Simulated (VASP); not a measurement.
# Cu (P6_3/mmc) in VASP: notebook

The runs below take Cu through single point, with PBEsol, PBE.

All numbers are computed with VASP 6.6.1; they aren't measurements. Logs are shortened: lines on timing, memory, paths and dates and some standing lists are left out, and cuts for length are marked.

**1. The cell of the first run**

Symmetry: P6_3/mmc, No. 194, hexagonal system. The conventional cell has a = 2.548 Å, b = 2.548 Å, c = 8.317 Å, α = 90.00°, β = 90.00°, γ = 120.00°. Cu (site symmetry -6m2) has 12 Cu at 2.55 Å within 3.4 Å. Within 3.4 Å of Cu (site symmetry -3m) lie 12 Cu at 2.55 Å.

**2. Single point, PBEsol**

Contents of INCAR:

```
  ALGO = Normal
  EDIFF = 1E-6
  ENCUT = 520
  GGA = PS
  ISIF = 2
  ISMEAR = -1
  LASPH = T
  LCHARG = F
  LREAL = F
  LWAVE = F
  NBANDS = 30
  NELM = 100
  PREC = Accurate
  SIGMA = 0.05
```

Contents of KPOINTS:

```
k-points
0
Gamma
  12 12 4
```

Contents of POSCAR:

```
Cu
1.0
    2.5475245418      0.0000000000      0.0000000000
   -1.2737622710      2.2062209700      0.0000000000
    0.0000000000      0.0000000000      8.3165306817
Cu
4
Direct
    0.6666666667      0.3333333333      0.7500000000
    0.0000000000      0.0000000000      0.5000000000
    0.3333333333      0.6666666667      0.2500000000
    0.0000000000      0.0000000000      0.0000000000
```

Potentials or basis: VASP PAW PBE potentials, release 64 (Cu).

The run is started by

```console
$ cat potpaw_PBE.64/Cu/POTCAR > POTCAR
$ mpirun -np 1 vasp_std > vasp.out
```

OUTCAR:

```text
EDIFF = 1E-6
   ENCUT = 520
   GGA = PS
   ISIF = 2
   ISMEAR = -1
   LASPH = T
   LREAL = F
   NELM = 100
   PREC = Accurate

 ion  position               nearest neighbor table
   1  0.667  0.333  0.750-   2 2.55   4 2.55   2 2.55   4 2.55   2 2.55   4 2.55
   2  0.000  0.000  0.500-   1 2.55   3 2.55   1 2.55   3 2.55   1 2.55   3 2.55
   3  0.333  0.667  0.250-   2 2.55   4 2.55   2 2.55   4 2.55   2 2.55   4 2.55
   4  0.000  0.000  0.000-   1 2.55   3 2.55   1 2.55   3 2.55   1 2.55   3 2.55

  LATTYP: Found a hexagonal cell.
 ALAT       =     2.5475245418
 C/A-ratio  =     3.2645537051

  Lattice vectors:

 A1 = (   2.5475245418,   0.0000000000,   0.0000000000)
 A2 = (  -1.2737622710,   2.2062209700,   0.0000000000)
 A3 = (   0.0000000000,   0.0000000000,   8.3165306817)

Analysis of symmetry for initial positions (statically):
=====================================================================
 Subroutine PRICEL returns:
 Original cell was already a primitive cell.

 Routine SETGRP: Setting up the symmetry group for a
 hexagonal supercell.

 Subroutine GETGRP returns: Found 24 space group operations
 (whereof 12 operations were pure point group operations)
 out of a pool of 24 trial point group operations.

The static configuration has the point symmetry D_3d.
 The point group associated with its full space group is D_6h.

Analysis of symmetry for dynamics (positions and initial velocities):
=====================================================================
 Subroutine PRICEL returns:
 Original cell was already a primitive cell.

 Routine SETGRP: Setting up the symmetry group for a
 hexagonal supercell.

 Subroutine GETGRP returns: Found 24 space group operations
 (whereof 12 operations were pure point group operations)
 out of a pool of 24 trial point group operations.

The dynamic configuration has the point symmetry D_3d.
 The point group associated with its full space group is D_6h.

 Subroutine INISYM returns: Found 24 space group operations
 (whereof 12 operations are pure point group operations),
 and found     1 'primitive' translations

----------------------------------------------------------------------------------------

                                     Primitive cell

  volume of cell :      46.7422

  direct lattice vectors                    reciprocal lattice vectors
     2.547524542  0.000000000  0.000000000     0.392537926  0.226631877  0.000000000
    -1.273762271  2.206220970  0.000000000     0.000000000  0.453263754  0.000000000
     0.000000000  0.000000000  8.316530682     0.000000000  0.000000000  0.120242447

  length of vectors
     2.547524542  2.547524542  8.316530682     0.453263754  0.453263754  0.120242447

  position of ions in fractional coordinates (direct lattice)
     0.666666667  0.333333333  0.750000000
     0.000000000  0.000000000  0.500000000
     0.333333333  0.666666667  0.250000000
     0.000000000  0.000000000  0.000000000

  ion indices of the primitive-cell ions
   primitive index   ion index
                 1           1
                 2           2
                 3           3
                 4           4

----------------------------------------------------------------------------------------

 KPOINTS: k-points

Automatic generation of k-mesh.
 Grid dimensions read from file:
 generate k-points for:   12   12    4

 Generating k-lattice:

  Cartesian coordinates                     Fractional coordinates (reciprocal lattice)
     0.032711494  0.018885990  0.000000000     0.083333333 -0.000000000  0.000000000
     0.000000000  0.037771980  0.000000000     0.000000000  0.083333333  0.000000000
     0.000000000  0.000000000  0.030060612     0.000000000  0.000000000  0.250000000

  Length of vectors
     0.037771980  0.037771980  0.030060612

  Shift w.r.t. Gamma in fractional coordinates (k-lattice)
     0.000000000  0.000000000  0.000000000

 Subroutine IBZKPT returns following result:
 ===========================================

 Found     57 irreducible k-points:

 Following reciprocal coordinates:
            Coordinates               Weight
  0.000000  0.000000  0.000000      1.000000
  0.083333  0.000000  0.000000      6.000000
  0.166667 -0.000000  0.000000      6.000000
  0.250000 -0.000000  0.000000      6.000000
  0.333333 -0.000000  0.000000      6.000000
  0.416667  0.000000  0.000000      6.000000
[... 16 lines left out ...]
  0.250000 -0.000000  0.250000     12.000000
  0.333333 -0.000000  0.250000     12.000000
 [... further k-points ...]
   k-points           NKPTS =     57   k-points in BZ     NKDIM =     57   number of bands    NBANDS=     30
   number of dos      NEDOS =    301   number of ions     NIONS =      4
   total plane-waves  NPLWV =  25600
   dimension x,y,z NGX =    20 NGY =   20 NGZ =   64
   dimension x,y,z NGXF=    40 NGYF=   40 NGZF=  128
   ions per type =               4
   NGX,Y,Z   is equivalent  to a cutoff of  13.05, 13.05, 12.79 a.u.
   NGXF,Y,Z  is equivalent  to a cutoff of  26.10, 26.10, 25.59 a.u.
 SYSTEM =  unknown system
   PREC   = accura    normal or accurate (medium, high low for compatibility)
   ISTART =      0    job   : 0-new  1-cont  2-samecut
   ICHARG =      2    charge: 1-file 2-atom 10-const
   ISPIN  =      1    spin polarized calculation?
   LNONCOLLINEAR =      F non collinear calculations
   LSORBIT =      F    spin-orbit coupling
   LASPH  =      T    aspherical Exc in radial PAW
   ENCUT  =  520.0 eV  38.22 Ry    6.18 a.u.   4.74  4.74 15.46*2*pi/ulx,y,z
   NELM   =    100;   NELMIN=  2; NELMDL= -5     # of ELM steps
   EDIFF  = 0.1E-05   stopping-criterion for ELM
   LREAL  =      F    real-space projection
   EDIFFG = 0.1E-04   stopping-criterion for IOM
   NSW    =      0    number of steps for IOM
   IBRION =     -1    ionic relax: 0-MD 1-quasi-New 2-CG
   NFREE  =      0    steps in history (QN), initial steepest desc. (CG)
   ISIF   =      2    stress and relaxation
   ISYM   =      2    0-nonsym 1-usesym 2-fastsym
   POTIM  = 0.5000    time-step for ionic-motion
   TEBEG  =    0.0;   TEEND  =   0.0 temperature during run
   PSTRESS=    0.0 pullay stress
   NELECT =      44.0000    total number of electrons
   NUPDOWN=      -1.0000    fix difference up-down
   EMIN   =  10.00;   EMAX   =-10.00  energy-range for DOS
   EFERMI =   0.00;   METHOD = LEGACY
   ISMEAR =    -1;   SIGMA  =   0.05  broadening in eV -4-tet -1-fermi 0-gaus
   EFERMI_NEDOS =   21; number of points for ismear=-14 and -15
   IALGO  =     38    algorithm
   IMIX   =      4    mixing-type and parameters
     AMIX     =   0.40;   BMIX     =  1.00
     AMIX_MAG =   1.60;   BMIX_MAG =  1.00
  volume/ion in A,a.u.               =      11.69        78.86
  Fermi-wavevector in a.u.,A,eV,Ry     =   1.604436  3.031945 35.024341  2.574216
  Thomas-Fermi vector in A             =   2.700941
   LORBIT       =      0    0 simple, 1 ext, 2 COOP (PROOUT), +10 PAW based schemes
   GGA     = PS    functional components
   LHFCALC =     F    Hartree Fock is set to
   AEXX    =    0.0000 exact exchange contribution
   IVDW    =     0    specifies the selected vdW correction
   LEPSILON=     F    determine dielectric tensor
   LRPA    =     F    only Hartree local field effects (RPA)
 non-spin polarized calculation
  energy-cutoff  :      520.00
  volume of cell :       46.74
 maximum number of plane-waves:      1279
 NGX is ok and might be reduce to    20
   NGX =  9   NGY =  9   NGZ = 31

 number of electron      44.0000006 magnetization

 Free energy of the ion-electron system (eV)
  ---------------------------------------------------
  ext. energy  EPLUGINS =         0.00000000
  ---------------------------------------------------
  free energy    TOTEN  =       -17.19507526 eV

  energy without entropy =      -17.18200177  energy(sigma->0) =      -17.18853852

 E-fermi :   7.4341     XC(G=0): -12.9697

 val. band max:        7.4041052305   @ k =   0.4167   0.0833   0.5000
 cond. band min:       7.5535832325   @ k =   0.5000  -0.0000   0.5000
 fundamental gap:      0.1494780020
 Fermi energy:         7.4340723973

 k-point     1 :       0.0000    0.0000    0.0000
  band No.  band energies     occupation
      1      -1.9381      2.00000
      2       0.1939      2.00000
      3       0.2084      2.00000
      4       2.3792      2.00000
      5       4.2169      2.00000
      6       4.2193      2.00000
[... 22 lines left out ...]
     29      29.4895      0.00000
     30      29.4919      0.00000

 k-point     2 :       0.0833    0.0000    0.0000
  band No.  band energies     occupation
      1      -1.7120      2.00000
      2       0.3957      2.00000
      3       0.4098      2.00000
      4       2.5125      2.00000
      5       4.1138      2.00000
      6       4.1651      2.00000
[... 22 lines left out ...]
     29      27.5068      0.00000
     30      27.5560      0.00000

 k-point     3 :       0.1667   -0.0000    0.0000
  band No.  band energies     occupation
      1      -1.0492      2.00000
      2       0.9641      2.00000
      3       0.9771      2.00000
      4       2.8543      2.00000
      5       3.9241      2.00000
      6       4.0405      2.00000
[... 22 lines left out ...]
     29      23.7952      0.00000
     30      23.8430      0.00000

 k-point     4 :       0.2500   -0.0000    0.0000
  band No.  band energies     occupation
      1      -0.0090      2.00000
      2       1.7412      2.00000
      3       1.7518      2.00000
      4       3.1796      2.00000
      5       3.7779      2.00000
      6       3.7946      2.00000
[... 22 lines left out ...]
     29      21.6333      0.00000
     30      21.7800      0.00000

 k-point     5 :       0.3333   -0.0000    0.0000
  band No.  band energies     occupation
      1       1.2407      2.00000
      2       2.3413      2.00000
      3       2.3623      2.00000
      4       3.1901      2.00000
      5       3.5324      2.00000
      6       3.6800      2.00000
[... 22 lines left out ...]
     29      21.9238      0.00000
     30      21.9972      0.00000
[... 526 lines left out ...]
     29      26.8272      0.00000
     30      27.6506      0.00000

 k-point    22 :       0.1667   -0.0000    0.2500
  band No.  band energies     occupation
      1      -0.9121      2.00000
      2       0.1390      2.00000
      3       1.8528      2.00000
      4       2.7984      2.00000
      5       3.9079      2.00000
      6       4.0657      2.00000
[... 22 lines left out ...]
     29      23.8780      0.00000
     30      24.9659      0.00000

 k-point    23 :       0.2500   -0.0000    0.2500
  band No.  band energies     occupation
      1       0.1150      2.00000
      2       1.0454      2.00000
      3       2.4476      2.00000
      4       3.1568      2.00000
      5       3.6937      2.00000
      6       3.7144      2.00000
[... 22 lines left out ...]
     29      21.2818      0.00000
     30      23.5746      0.00000

 k-point    24 :       0.3333   -0.0000    0.2500
  band No.  band energies     occupation
      1       1.3301      2.00000
      2       1.9480      2.00000
      3       2.7211      2.00000
      4       3.1842      2.00000
      5       3.4390      2.00000
      6       3.5265      2.00000
[... 22 lines left out ...]
     29      20.0771      0.00000
     30      20.8454      0.00000

 [... further k-points ...]
[... 5 lines left out ...]
  --------------------------------------------------------------------------------------
  -------------------------------------------------------------------------------------
  Total       -1.0863032     -1.0863032     -1.2349279      0.0000000      0.0000000      0.0000000
  in kB      -37.2350595    -37.2350595    -42.3294490      0.0000000      0.0000000      0.0000000
  external PRESSURE =     -38.9331893 kB  Pullay stress =       0.0000000 kB

 VOLUME and BASIS-vectors are now :
 -----------------------------------------------------------------------------
  energy-cutoff  :      520.00
  volume of cell :       46.74
      direct lattice vectors                 reciprocal lattice vectors
     2.547524542  0.000000000  0.000000000     0.392537926  0.226631877  0.000000000
    -1.273762271  2.206220970  0.000000000     0.000000000  0.453263754  0.000000000
     0.000000000  0.000000000  8.316530682     0.000000000  0.000000000  0.120242447

 POSITION                                       TOTAL-FORCE (eV/Angst)
 -----------------------------------------------------------------------------------
      1.27376      0.73541      6.23740         0.000000      0.000000      0.000000
      0.00000      0.00000      4.15827         0.000000      0.000000      0.000000
     -0.00000      1.47081      2.07913        -0.000000     -0.000000      0.000000
      0.00000      0.00000      0.00000         0.000000      0.000000      0.000000
 -----------------------------------------------------------------------------------
    total drift:                                0.000000     -0.000000      0.000000

  FREE ENERGIE OF THE ION-ELECTRON SYSTEM (eV)
  ---------------------------------------------------
  free  energy   TOTEN  =       -17.1950752645 eV

  energy  without entropy=      -17.1820017727  energy(sigma->0) =      -17.18853852
```

Wall time 31 s (1 thread of AMD EPYC 9R45 (Zen 5), shared host); peak memory 0.17 GiB.

Results:

| Property | Result |
| --- | --- |
| Free energy | -17.1951 eV |
| Pressure | -3.9 GPa |
| Band gap on the k mesh | zero (band 22 reaches 10.89 eV, above the bottom of band 23 at 5.74 eV) |

Levels at points of the mesh, in eV from the Fermi level:
```tsv
k point	band 20	band 21	band 22	band 23	band 24	band 25
(0.00, 0.00, 0.00)	-1.87	-1.87	-1.58	-1.58	-0.97	3.89
(0.50, 0.00, 0.00)	-1.42	-0.56	0.46	1.04	1.62	4.70
(0.00, 0.00, 0.50)	-2.15	-1.70	-1.70	-1.70	-1.70	7.03
(0.50, 0.00, 0.50)	-1.45	0.12	0.12	1.42	1.42	5.21
```

Caveat: the PAW data sets were made with another functional, which shifts forces and pressure a little.

**3. Single point, PBEsol**

This run uses another cell than the first one, of 11.91 Å³/atom, 1.020 times its volume.

Contents of INCAR:

```
SYSTEM = Cu
PREC = Accurate
ENCUT = 520
EDIFF = 1E-6
ISMEAR = -1
SIGMA = 0.05
LREAL = .FALSE.
LASPH = .TRUE.
NELM = 60
ALGO = Normal
ISIF = 2
LWAVE = .FALSE.
LCHARG = .FALSE.
GGA = PS
NBANDS = 30
```

Contents of KPOINTS:

```
regular mesh
0
G
  12 12 4
  0 0 0
```

Contents of POSCAR:

```
Cu
1.0
    2.5640673725      0.0000000000      0.0000000000
   -1.2820336863      2.2205474816      0.0000000000
    0.0000000000      0.0000000000      8.3705356409
Cu
4
Direct
    0.6666666667      0.3333333333      0.7500000000
    0.0000000000      0.0000000000      0.5000000000
    0.3333333333      0.6666666667      0.2500000000
    0.0000000000      0.0000000000      0.0000000000
```

Potentials or basis: VASP PAW PBE potentials, release 64 (Cu).

The run is started by

```console
$ cat potpaw_PBE.64/Cu/POTCAR > POTCAR
$ mpirun -np 1 vasp_std > vasp.out
```

Wall time 33 s (1 thread of AMD EPYC 9R45 (Zen 5), shared host); peak memory 0.17 GiB.

The run converged. Its results:

```
Free energy            : -17.1643 eV
Pressure               : -6.8 GPa
Band gap on the k mesh : zero (band 22 reaches 10.61 eV, above the bottom of band 23 at 5.52 eV)
```

Stress tensor (GPa, compression positive):
```
-6.63  0.00  0.00
 0.00 -6.63  0.00
 0.00  0.00 -7.17
```

Levels at points of the mesh, in eV from the Fermi level:
```tsv
k point	band 20	band 21	band 22	band 23	band 24	band 25
(0.00, 0.00, 0.00)	-1.84	-1.84	-1.55	-1.55	-0.91	3.80
(0.50, 0.00, 0.00)	-1.41	-0.51	0.50	1.03	1.60	4.60
(0.00, 0.00, 0.50)	-2.12	-1.67	-1.67	-1.67	-1.67	6.92
(0.50, 0.00, 0.50)	-1.43	0.13	0.13	1.41	1.41	5.12
```

Caveat: the PAW data sets were made with another functional, which shifts forces and pressure a little.

(Part 1 of 2 ends here.)
